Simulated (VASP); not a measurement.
Wanted: the native input for a VASP 6.6.1 run.

| Quantity | Value |
| --- | --- |
| Task | single point |
| Functional | PBE |
| Potentials or basis | VASP PAW PBE potentials, release 64 (Mg) |
| Cutoff | 520 eV |
| k mesh | 16 × 16 × 16 |
| Occupations | gaussian, width 0.1 eV |
| Spin | no spin polarisation |
| Dipole correction | no |
| Further INCAR settings | ALGO = Fast; EDIFF = 1e-07; NBANDS = 7 |

The structure of Mg lies in POSCAR:

```
Mg
1.0
   -1.8476313086      1.8476313086      1.8476313086
    1.8476313086     -1.8476313086      1.8476313086
    1.8476313086      1.8476313086     -1.8476313086
Mg
1
Direct
    0.0000000000      0.0000000000      0.0000000000
```

This isn't the form of Mg at room conditions, which is hcp.

These files were run (other wordings do the same):

INCAR

```
PREC = Accurate ; ENCUT = 520
EDIFF = 1E-7 ; ISMEAR = 0
SIGMA = 0.1 ; LREAL = False
LASPH = True ; NELM = 100
ALGO = Fast ; ISIF = 2
LWAVE = False ; LCHARG = False
GGA = PE ; NBANDS = 7
```

KPOINTS

```
Automatic mesh
0
Gamma
  16 16 16
```

Potentials or basis: VASP PAW PBE potentials, release 64 (Mg).

Run with:

```bash
$ cat potpaw_PBE.64/Mg/POTCAR > POTCAR
$ mpirun -np 1 vasp_std > vasp.out
```

It gave:

```
Pressure               : -2.8 GPa
Band gap on the k mesh : zero (bands 1 and 2 overlap by 4.52 eV)
```

Run time: 24 s on 1 thread of Intel Xeon 8259CL, on a shared host, peak memory 0.15 GiB.
